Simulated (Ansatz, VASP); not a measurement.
# One calculation of Ge, two programs

```xyz
8
Lattice="-3.5293 3.5293 3.5293 3.5293 -3.5293 3.5293 3.5293 3.5293 -3.5293" Properties=species:S:1:pos:R:3 pbc="T T T"
Ge    1.0498    4.5791   -1.0498
Ge   -1.0498    1.0498    4.5791
Ge    4.5791   -1.0498    1.0498
Ge    2.4795    2.4795    2.4795
Ge   -1.0498    2.4795    1.0498
Ge    1.0498   -1.0498    2.4795
Ge    2.4795    1.0498   -1.0498
Ge    1.0498    1.0498    1.0498
```

Alike in both runs: functional PBE; k mesh 8 × 8 × 8; occupations gaussian, width 0.1 eV; no spin polarisation.

Ansatz relaxed the structure, and its values are those at the end. VASP's run is a single point on that final structure, the one shown.

|  | VASP | Ansatz |
| --- | --- | --- |
| version | VASP 6.6.1 | Ansatz 0.2.0 |
| potentials or method | VASP PAW PBE potentials, release 64 (Ge_d), cutoff 520 eV | scalar-relativistic, plane waves, PAW |
| valence electrons in the cell | 112 | 112 |

Ansatz gave:

- gap on the k mesh at the Fermi level (eV): none
- pressure (GPa): 0.0
- rms of the force components (eV/Å): 0.006

Question: What did VASP give for the same quantities?

Answer: gap on the k mesh at the Fermi level (eV): none; pressure (GPa): 0.0; rms of the force components (eV/Å): 0.005.

A gap of «none» marks a metal or a gap that the smearing closes.
